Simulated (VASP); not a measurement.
# BN (P3m1) in VASP: a series of runs

BN is run at these levels: PBE; tasks: single point.

All numbers are computed with VASP 6.6.1; they aren't measurements. Logs are shortened: lines on timing, memory, paths and dates and some standing lists are left out, and cuts for length are marked.

## 1. The cell of the first run

The structure is trigonal, space group P3m1 (No. 156). The conventional cell has a = 2.554 Å, b = 2.554 Å, c = 4.227 Å, α = 90.00°, β = 90.00°, γ = 120.00°. Within 2.0 Å of B (site symmetry 3m) lie 4 N at 1.48 to 1.60 Å. Within 2.1 Å of B (site symmetry 3m) lie 4 N at 1.57 to 1.58 Å. Within 2.0 Å of N (site symmetry 3m) lie 4 B at 1.48 to 1.57 Å. Within 2.1 Å of N (site symmetry 3m) lie 4 B at 1.58 to 1.60 Å.

## 2. Single point, PBE (atom 1 (B) moved -0.100 Å along Cartesian [0 0 1])

Contents of INCAR:

```
ALGO = Normal ; EDIFF = 1E-7
ENCUT = 520 ; GGA = PE
ISIF = 2 ; ISMEAR = 0
LASPH = T ; LCHARG = F
LREAL = F ; LWAVE = F
NBANDS = 16 ; NELM = 100
PREC = Accurate ; SIGMA = 0.05
```

Contents of KPOINTS:

```
k-points
0
Gamma
  12 12 6
```

Contents of POSCAR:

```
BN
1.0
    2.5539396017      0.0000000000      0.0000000000
   -1.2769698009      2.2117765748      0.0000000000
    0.0000000000      0.0000000000      4.2268550000
B N
2 2
Direct
    0.6666666667      0.3333333333      0.9760657482
    0.3333333333      0.6666666667      0.4997240000
    0.6666666667      0.3333333333      0.6252760000
    0.3333333333      0.6666666667      0.1252760000
```

Potentials or basis: VASP PAW PBE potentials, release 64 (B, N).

Run with:

```console
$ cat potpaw_PBE.64/B/POTCAR potpaw_PBE.64/N/POTCAR > POTCAR
$ mpirun -np 1 vasp_std > vasp.out
```

OUTCAR:

```text
EDIFF = 1E-7
   ENCUT = 520
   GGA = PE
   ISIF = 2
   ISMEAR = 0
   LASPH = T
   LREAL = F
   NELM = 100
   PREC = Accurate

 ion  position               nearest neighbor table
   1  0.667  0.333  0.976-   3 1.48   4 1.60   4 1.60   4 1.60
   2  0.333  0.667  0.500-   3 1.57   3 1.57   3 1.57   4 1.58
   3  0.667  0.333  0.625-   1 1.48   2 1.57   2 1.57   2 1.57
   4  0.333  0.667  0.125-   2 1.58   1 1.60   1 1.60   1 1.60

  LATTYP: Found a hexagonal cell.
 ALAT       =     2.5539396017
 C/A-ratio  =     1.6550332659

  Lattice vectors:

 A1 = (   2.5539396017,   0.0000000000,   0.0000000000)
 A2 = (  -1.2769698009,   2.2117765748,   0.0000000000)
 A3 = (   0.0000000000,   0.0000000000,   4.2268550000)

Analysis of symmetry for initial positions (statically):
=====================================================================
 Subroutine PRICEL returns:
 Original cell was already a primitive cell.

 Routine SETGRP: Setting up the symmetry group for a
 hexagonal supercell.

 Subroutine GETGRP returns: Found  6 space group operations
 (whereof  6 operations were pure point group operations)
 out of a pool of 24 trial point group operations.

The static configuration has the point symmetry C_3v.

Analysis of symmetry for dynamics (positions and initial velocities):
=====================================================================
 Subroutine PRICEL returns:
 Original cell was already a primitive cell.

 Routine SETGRP: Setting up the symmetry group for a
 hexagonal supercell.

 Subroutine GETGRP returns: Found  6 space group operations
 (whereof  6 operations were pure point group operations)
 out of a pool of 24 trial point group operations.

The dynamic configuration has the point symmetry C_3v.

 Subroutine INISYM returns: Found  6 space group operations
 (whereof  6 operations are pure point group operations),
 and found     1 'primitive' translations

----------------------------------------------------------------------------------------

                                     Primitive cell

  volume of cell :      23.8764

  direct lattice vectors                    reciprocal lattice vectors
     2.553939602  0.000000000  0.000000000     0.391551938  0.226062617  0.000000000
    -1.276969801  2.211776575  0.000000000     0.000000000  0.452125233  0.000000000
     0.000000000  0.000000000  4.226855000     0.000000000  0.000000000  0.236582518

  length of vectors
[... 89 lines left out ...]
   NSW    =      0    number of steps for IOM
   IBRION =     -1    ionic relax: 0-MD 1-quasi-New 2-CG
   NFREE  =      0    steps in history (QN), initial steepest desc. (CG)
   ISIF   =      2    stress and relaxation
   ISYM   =      2    0-nonsym 1-usesym 2-fastsym
   POTIM  = 0.5000    time-step for ionic-motion
   TEBEG  =    0.0;   TEEND  =   0.0 temperature during run
   PSTRESS=    0.0 pullay stress
   NELECT =      16.0000    total number of electrons
   NUPDOWN=      -1.0000    fix difference up-down
   EMIN   =  10.00;   EMAX   =-10.00  energy-range for DOS
   EFERMI =   0.00;   METHOD = LEGACY
   ISMEAR =     0;   SIGMA  =   0.05  broadening in eV -4-tet -1-fermi 0-gaus
   EFERMI_NEDOS =   21; number of points for ismear=-14 and -15
   IALGO  =     38    algorithm
   IMIX   =      4    mixing-type and parameters
     AMIX     =   0.40;   BMIX     =  1.00
     AMIX_MAG =   1.60;   BMIX_MAG =  1.00
  volume/ion in A,a.u.               =       5.97        40.28
  Fermi-wavevector in a.u.,A,eV,Ry     =   1.432600  2.707222 27.923836  2.052344
  Thomas-Fermi vector in A             =   2.552210
   LORBIT       =      0    0 simple, 1 ext, 2 COOP (PROOUT), +10 PAW based schemes
   GGA     = PE    functional components
   LHFCALC =     F    Hartree Fock is set to
   AEXX    =    0.0000 exact exchange contribution
   IVDW    =     0    specifies the selected vdW correction
   LEPSILON=     F    determine dielectric tensor
   LRPA    =     F    only Hartree local field effects (RPA)
 non-spin polarized calculation
 Gauss-broadening in eV      SIGMA  =   0.05
  energy-cutoff  :      520.00
  volume of cell :       23.88
 maximum number of plane-waves:       660
 NGX is ok and might be reduce to    20
   NGX =  9   NGY =  9   NGZ = 15

 number of electron      16.0000000 magnetization

 Free energy of the ion-electron system (eV)
  ---------------------------------------------------
  ext. energy  EPLUGINS =         0.00000000
  ---------------------------------------------------
  free energy    TOTEN  =       -34.64022230 eV

  energy without entropy =      -34.64022230  energy(sigma->0) =      -34.64022230

 E-fermi :   8.0318     XC(G=0): -12.7637

 val. band max:        7.8299677424   @ k =   0.0000   0.0000   0.0000
 cond. band min:      12.0715097352   @ k =   0.3333   0.3333   0.0000
 fundamental gap:      4.2415419928
 Fermi energy:         8.0317615136

 k-point     1 :       0.0000    0.0000    0.0000
  band No.  band energies     occupation
      1     -12.9401      2.00000
      2      -8.7103      2.00000
      3      -3.5438      2.00000
      4       5.2672      2.00000
      5       5.2672      2.00000
      6       6.6141      2.00000
[... 433 lines left out ...]
      3      -2.1981      2.00000
      4       3.0351      2.00000
      5       4.4724      2.00000
      6       5.1209      2.00000
[... 8 lines left out ...]
     15      20.4786      0.00000
     16      22.6514      0.00000

 [... further k-points ...]

------------------------ aborting loop because EDIFF is reached ----------------------------------------

  FORCE on cell =-STRESS in cart. coord.  units (eV):
  Direction    XX          YY          ZZ          XY          YZ          ZX
  --------------------------------------------------------------------------------------
  -------------------------------------------------------------------------------------
  Total        0.1004098      0.1004098      0.4693926     -0.0000000      0.0000000      0.0000000
  in kB        6.7377906      6.7377906     31.4976085     -0.0000000      0.0000000      0.0000000
  external PRESSURE =      14.9910632 kB  Pullay stress =       0.0000000 kB

 VOLUME and BASIS-vectors are now :
 -----------------------------------------------------------------------------
  energy-cutoff  :      520.00
  volume of cell :       23.88
      direct lattice vectors                 reciprocal lattice vectors
     2.553939602  0.000000000  0.000000000     0.391551938  0.226062617  0.000000000
    -1.276969801  2.211776575  0.000000000     0.000000000  0.452125233  0.000000000
     0.000000000  0.000000000  4.226855000     0.000000000  0.000000000  0.236582518

 POSITION                                       TOTAL-FORCE (eV/Angst)
 -----------------------------------------------------------------------------------
      1.27697      0.73726      4.12569        -0.000000      0.000000      4.039103
     -0.00000      1.47452      2.11226        -0.000000     -0.000000     -1.152277
      1.27697      0.73726      2.64295         0.000000      0.000000     -1.356736
     -0.00000      1.47452      0.52952         0.000000     -0.000000     -1.530089
 -----------------------------------------------------------------------------------
    total drift:                                0.000000     -0.000000      0.000090

  FREE ENERGIE OF THE ION-ELECTRON SYSTEM (eV)
  ---------------------------------------------------
  free  energy   TOTEN  =       -34.6402222971 eV

  energy  without entropy=      -34.6402222971  energy(sigma->0) =      -34.64022230
```

OSZICAR:

```text
N       E                     dE             d eps       ncg     rms          rms(c)
DAV:   1     0.375129516623E+02    0.37513E+02   -0.83564E+03  3208   0.973E+02
DAV:   2    -0.342977557645E+02   -0.71811E+02   -0.67333E+02  4560   0.227E+02
DAV:   3    -0.365735479698E+02   -0.22758E+01   -0.22702E+01  3672   0.373E+01
DAV:   4    -0.365793655419E+02   -0.58176E-02   -0.58168E-02  3928   0.213E+00
DAV:   5    -0.365793822311E+02   -0.16689E-04   -0.16689E-04  3560   0.106E-01    0.946E+00
DAV:   6    -0.347998516171E+02    0.17795E+01   -0.22556E+00  4080   0.137E+01    0.447E+00
DAV:   7    -0.346685981833E+02    0.13125E+00   -0.31942E-01  4072   0.456E+00    0.274E+00
DAV:   8    -0.346408401988E+02    0.27758E-01   -0.51943E-02  3864   0.187E+00    0.256E-01
DAV:   9    -0.346399580938E+02    0.88210E-03   -0.18472E-03  3792   0.505E-01    0.132E-01
DAV:  10    -0.346402103421E+02   -0.25225E-03   -0.48738E-04  3816   0.175E-01    0.271E-02
DAV:  11    -0.346402166637E+02   -0.63215E-05   -0.18366E-05  4136   0.452E-02    0.115E-02
DAV:  12    -0.346402218617E+02   -0.51981E-05   -0.57766E-06  3600   0.222E-02    0.664E-03
DAV:  13    -0.346402222204E+02   -0.35869E-06   -0.42148E-07  4040   0.619E-03    0.202E-03
DAV:  14    -0.346402222971E+02   -0.76734E-07   -0.88131E-08  2224   0.250E-03
   1 F= -.34640222E+02 E0= -.34640222E+02  d E =-.550781E-11
```

stdout:

```text
POSCAR found type information on POSCAR B N
 POSCAR found :  2 types and       4 ions
 scaLAPACK will be used
 LDA part: xc-table for (Slater+PW92), standard interpolation
 POSCAR, INCAR and KPOINTS ok, starting setup
 FFT: planning ... GRIDC
 FFT: planning ... GRID_SOFT
 FFT: planning ... GRID
 WAVECAR not read
 entering main loop
```

It took 20 s on 1 thread of Intel Xeon Platinum 8488C (Sapphire Rapids), shared host; peak memory 0.15 GiB.

Results:

```yaml
Free_energy: -34.6402 eV
Pressure: 1.5 GPa
Largest_force: 4.039 eV/Å
Band_gap_on_the_k_mesh: 4.24 eV (least direct gap 7.67 eV)
```

Forces in eV/Å, atoms in the order of the input:
```
B    0.000  0.000  4.039
B    0.000  0.000 -1.152
N    0.000  0.000 -1.357
N    0.000  0.000 -1.530
```

Stress tensor (GPa, compression positive):
```
0.67 0.00 0.00
0.00 0.67 0.00
0.00 0.00 3.15
```

Caveat: the cell differs from its parent crystal (atom 1 (B) moved -0.100 Å along Cartesian [0 0 1]); forces of over 1 eV/Å act on the atoms, so gaps and moduli don't describe the material at rest.

## 3. Single point, PBE (atom 1 (B) moved +0.050 Å along Cartesian [0 0 1])

Contents of INCAR:

```
PREC     = Accurate       # precision mode
ENCUT    = 520            # plane-wave cutoff, eV
EDIFF    = 1E-7           # SCF threshold, eV
ISMEAR   = 0              # smearing method
SIGMA    = 0.05           # smearing width, eV
LREAL    = False          # projectors in reciprocal space
LASPH    = True           # aspherical terms in the spheres
NELM     = 80             # most SCF steps
ALGO     = Normal         # electronic algorithm
ISIF     = 2              # what is computed and relaxed
LWAVE    = False          # write WAVECAR
LCHARG   = False          # write CHGCAR
GGA      = PE             # functional
NBANDS   = 16             # bands
```

Contents of KPOINTS:

```
regular mesh
0
Gamma
  12 12 6
```

POSCAR: that of step 2 with these lines changed.

```diff
@@ -8,3 +8,3 @@
 Direct
-    0.6666666667      0.3333333333      0.9760657482
+    0.6666666667      0.3333333333      1.0115531259
     0.3333333333      0.6666666667      0.4997240000
```

Potentials or basis: VASP PAW PBE potentials, release 64 (B, N).

Run with:

```console
$ cat potpaw_PBE.64/B/POTCAR potpaw_PBE.64/N/POTCAR > POTCAR
$ mpirun -np 1 vasp_std > vasp.out
```

It took 19 s on 1 thread of Intel Xeon Platinum 8488C (Sapphire Rapids), shared host; peak memory 0.15 GiB.

Results (log left out):

* Free energy: -34.7927 eV
* Pressure: 0.8 GPa
* Largest force: 1.570 eV/Å
* Band gap on the k mesh: 5.49 eV (least direct gap 8.28 eV)

Forces in eV/Å, atoms in the order of the input:
```
B    0.000  0.000 -1.570
B    0.000  0.000  0.587
N    0.000  0.000  0.293
N    0.000  0.000  0.689
```

Stress tensor (GPa, compression positive):
```
1.02 0.00 0.00
0.00 1.02 0.00
0.00 0.00 0.40
```

Levels at points of the mesh, in eV from the valence-band top:
```csv
k point,band 4,band 5,band 6,band 7,band 8,band 9,band 10,band 11,band 12,band 13
"(0.00, 0.00, 0.00)",-2.18,-2.18,-0.06,-0.06,0.00,8.33,8.41,8.41,9.40,10.73
"(0.50, 0.00, 0.00)",-7.78,-6.74,-5.01,-4.15,-2.20,6.68,8.04,10.93,11.46,12.56
"(0.00, 0.00, 0.50)",-5.31,-1.51,-1.51,-0.93,-0.93,9.16,9.62,9.76,9.76,10.04
"(0.50, 0.00, 0.50)",-9.74,-4.10,-3.55,-3.51,-3.20,6.39,6.67,9.77,9.98,14.24
```

Caveat: the cell differs from its parent crystal (atom 1 (B) moved +0.050 Å along Cartesian [0 0 1]); forces of over 1 eV/Å act on the atoms, so gaps and moduli don't describe the material at rest. A k mesh can miss the band edges.

## 4. Single point, PBE (atom 1 (B) moved +0.100 Å along Cartesian [0 0 1])

Contents of INCAR:

```
ALGO = Normal
EDIFF = 1E-7
ENCUT = 520
GGA = PE
ISIF = 2
ISMEAR = 0
LASPH = True
LCHARG = True
LELF = True
LREAL = False
LVHAR = True
LWAVE = False
NBANDS = 16
NELM = 60
PREC = Accurate
SIGMA = 0.05
```

Contents of KPOINTS:

```
k-points
0
Gamma
  12 12 6
```

POSCAR: that of step 3 with these lines changed.

```diff
@@ -8,3 +8,3 @@
 Direct
-    0.6666666667      0.3333333333      1.0115531259
+    0.6666666667      0.3333333333      1.0233822518
     0.3333333333      0.6666666667      0.4997240000
```

Run with:

```console
$ cat potpaw_PBE.64/B/POTCAR potpaw_PBE.64/N/POTCAR > POTCAR
$ mpirun -np 1 vasp_std > vasp.out
```

It took 20 s on 1 thread of Intel Xeon Platinum 8488C (Sapphire Rapids), shared host; peak memory 0.15 GiB.

Results (log left out):

* Free energy: -34.6800 eV
* Pressure: 2.1 GPa
* Largest force: 2.896 eV/Å
* Band gap on the k mesh: 5.52 eV (least direct gap 7.94 eV)

Forces in eV/Å, atoms in the order of the input:
```
B    0.000  0.000 -2.896
B    0.000  0.000  1.155
N    0.000  0.000  0.420
N    0.000  0.000  1.322
```

Stress tensor (GPa, compression positive):
```
1.97 0.00 0.00
0.00 1.97 0.00
0.00 0.00 2.31
```

Levels at points of the mesh, in eV from the valence-band top:
```csv
k point,band 6,band 7,band 8,band 9,band 10,band 11
"(0.00, 0.00, 0.00)",-0.30,-0.30,0.00,7.94,8.21,8.21
"(0.50, 0.00, 0.00)",-5.40,-4.19,-2.50,6.40,7.85,11.04
"(0.00, 0.00, 0.50)",-2.11,-0.97,-0.97,8.69,9.38,9.38
"(0.50, 0.00, 0.50)",-3.81,-3.56,-3.09,5.90,6.52,9.33
```

Caveat: the cell differs from its parent crystal (atom 1 (B) moved +0.100 Å along Cartesian [0 0 1]); forces of over 1 eV/Å act on the atoms, so gaps and moduli don't describe the material at rest. A k mesh can miss the band edges.

## 5. Single point, PBE (atom 1 (B) moved -0.050 Å along Cartesian [0 0 1])

Contents of INCAR:

```
SYSTEM = BN
ALGO = Normal
EDIFF = 1E-6
ENCUT = 520
GGA = PE
ISIF = 2
ISMEAR = 0
LASPH = .TRUE.
LCHARG = .TRUE.
LELF = .TRUE.
LREAL = .FALSE.
LVHAR = .TRUE.
LWAVE = .FALSE.
NBANDS = 16
NELM = 60
PREC = Accurate
SIGMA = 0.05
```

Contents of KPOINTS:

```
k-points
0
G
  12 12 6
  0 0 0
```

POSCAR: that of step 4 with these lines changed.

```diff
@@ -8,3 +8,3 @@
 Direct
-    0.6666666667      0.3333333333      1.0233822518
+    0.6666666667      0.3333333333      0.9878948741
     0.3333333333      0.6666666667      0.4997240000
```

Run with:

```console
$ cat potpaw_PBE.64/B/POTCAR potpaw_PBE.64/N/POTCAR > POTCAR
$ mpirun -np 1 vasp_std > vasp.out
```

It took 18 s on 1 thread of Intel Xeon Platinum 8488C (Sapphire Rapids), shared host; peak memory 0.15 GiB.

The run converged. Its results:

| Quantity | Value |
| --- | --- |
| Free energy | -34.7867 eV |
| Pressure | 0.4 GPa |
| Largest force | 1.874 eV/Å |
| Band gap on the k mesh | 4.76 eV (least direct gap 8.00 eV) |

Forces in eV/Å, atoms in the order of the input:
```
B    0.000  0.000  1.874
B    0.000  0.000 -0.565
N    0.000  0.000 -0.546
N    0.000  0.000 -0.763
```

Stress tensor (GPa, compression positive):
```
0.32 0.00 0.00
0.00 0.32 0.00
0.00 0.00 0.47
```

Levels at points of the mesh, in eV from the valence-band top:
```csv
k point,band 6,band 7,band 8,band 9,band 10,band 11
"(0.00, 0.00, 0.00)",-0.70,0.00,0.00,8.10,8.10,8.63
"(0.50, 0.00, 0.00)",-5.06,-4.71,-2.06,6.53,7.64,10.03
"(0.00, 0.00, 0.50)",-1.55,-0.94,-0.94,9.03,9.54,9.56
"(0.50, 0.00, 0.50)",-4.02,-3.67,-3.49,6.27,6.49,9.83
```

Caveat: the cell differs from its parent crystal (atom 1 (B) moved -0.050 Å along Cartesian [0 0 1]); forces of over 1 eV/Å act on the atoms, so gaps and moduli don't describe the material at rest. A k mesh can miss the band edges.

## 6. The runs side by side

| cell | gap on the mesh (eV) | pressure (GPa) | largest force (eV/Å) |
| --- | --- | --- | --- |
| as given, atomic positions A | 4.24 | 1.5 | 4.04 |
| as given, atomic positions B | 5.49 | 0.8 | 1.57 |
| as given, atomic positions C | 5.52 | 2.1 | 2.90 |
| as given, atomic positions D | 4.76 | 0.4 | 1.87 |

Alike in all rows: task single point; level PBE; potentials or basis VASP PAW PBE potentials, release 64 (B, N); no spin polarisation; k mesh 12 × 12 × 6; cutoff (eV) 520; smearing gaussian 0.05 eV.

Caveats: forces of over 1 eV/Å act on the atoms, so gaps and moduli don't describe the material at rest.

Total energies depend on the potentials used, so only differences within one code and one set of settings carry meaning.
